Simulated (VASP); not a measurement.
Runs of VASP 6.6.1 on SnTe3As. The structure is that of space group P4/mmm (No. 123), or close to it. The cells are those of the table. The cell was built from a structure type or drawn by symmetry, and may not be a known phase.

```tsv
task	cell	k mesh	cutoff (eV)	gap on the mesh (eV)	pressure (GPa)	relaxed volume (Å³/atom)
relaxation of cell and atoms	relaxed from a = 6.056, b = 6.056, c = 5.413 Å, 5 atoms	6 × 6 × 8	600	none	0.0	(a)
single point	a = 6.056, b = 6.056, c = 5.413 Å, 5 atoms	4 × 4 × 4	520	none	0.1	-
single point	a = 6.082, b = 6.082, c = 5.350 Å, 5 atoms	6 × 6 × 8	520	none	0.0	-
relaxation of cell and atoms	relaxed from a = 5.557, b = 5.557, c = 5.987 Å, 5 atoms	4 × 4 × 4	600	none	0.1	39.78
single point	a = 5.557, b = 5.557, c = 5.987 Å, 5 atoms	4 × 4 × 4	520	none	8.6	-
```

Alike in all rows: level PBE; potentials or basis VASP PAW PBE potentials, release 64 (Sn_d, Te, As); no spin polarisation; smearing gaussian 0.1 eV.

Q: Estimate the missing entries.

A: (a) 39.63.

Caveats: spin-orbit coupling is left out, which moves the levels of the heavy elements; the cell stands under pressure (at least some runs).

A k mesh can miss the band edges, and the runs leave out spin-orbit coupling on As, Sn, Te.

A gap of «none» marks levels without a gap at the run's occupations.
